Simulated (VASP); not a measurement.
Wanted: the native input for a VASP 6.6.1 run.

| Quantity | Value |
| --- | --- |
| Task | relaxation of cell and atoms |
| Functional | PBE |
| Potentials or basis | VASP PAW PBE potentials, release 64 (Cd, Te) |
| Cutoff | 600 eV |
| k mesh | 6 × 6 × 8 |
| Occupations | gaussian, width 0.1 eV |
| Spin | no spin polarisation |
| Dipole correction | no |
| Further INCAR settings | ALGO = Normal; EDIFF = 1e-07; IBRION = 2; EDIFFG = -0.01; NSW = 100; ISIF = 3 |

The structure of CdTe5 lies in POSCAR:

```
CdTe5
1.0
    6.7039360500      0.0000000000      0.0000000000
   -3.3519680300      5.8057789300      0.0000000000
    0.0000000000      0.0000000000      5.5174302000
Cd Te
1 5
Direct
    0.0000000000      0.0000000000      0.0000000000
    0.0000000000      0.5000000000      0.5000000000
    0.5000000000      0.5000000000      0.5000000000
    0.3333333300      0.6666666700      0.0000000000
    0.5000000000      0.0000000000      0.5000000000
    0.6666666700      0.3333333300      0.0000000000
```

One way to write it, as run:

INCAR

```
SYSTEM = CdTe5
PREC     = Accurate       ! precision mode
ENCUT    = 600            ! plane-wave cutoff, eV
EDIFF    = 1E-7           ! SCF threshold, eV
ISMEAR   = 0              ! smearing method
SIGMA    = 0.1            ! smearing width, eV
LREAL    = .False.        ! projectors in reciprocal space
LASPH    = .True.         ! aspherical terms in the spheres
NELM     = 100            ! most SCF steps
ALGO     = Normal         ! electronic algorithm
ISIF     = 3              ! what is computed and relaxed
LWAVE    = .False.        ! write WAVECAR
LCHARG   = .False.        ! write CHGCAR
GGA      = PE             ! functional
IBRION   = 2              ! ionic algorithm
NSW      = 100            ! ionic steps
EDIFFG   = -0.01          ! ionic threshold
```

KPOINTS

```
regular mesh
0
Gamma
  6 6 8
  0 0 0
```

Potentials or basis: VASP PAW PBE potentials, release 64 (Cd, Te).

Run with:

```console
$ cat potpaw_PBE.64/Cd/POTCAR potpaw_PBE.64/Te/POTCAR > POTCAR
$ mpirun -np 1 vasp_std > vasp.out
```

Results of the run:

The relaxed volume is 34.48 Å³/atom. The relaxed cell is a = 6.983 Å, b = 6.983 Å, c = 4.899 Å, α = 90.00°, β = 90.00°, γ = 120.00°. The space group after relaxing (to 0.05 Å) is P6/mmm (No. 191) and the energy gained by relaxing is 53.7 meV/atom. The ionic steps are 10. The pressure after relaxing is 0.0 GPa. The band gap on the k mesh is zero (band 21 reaches 5.46 eV, above the bottom of band 22 at 4.06 eV).

Caveat: spin-orbit coupling is left out, which moves the levels of the heavy elements.

Run time: 23 min on 1 thread of Intel(R) Xeon(R) Platinum 8375C CPU @ 2.90GHz (Ice Lake) (shared host), peak memory 0.55 GiB.
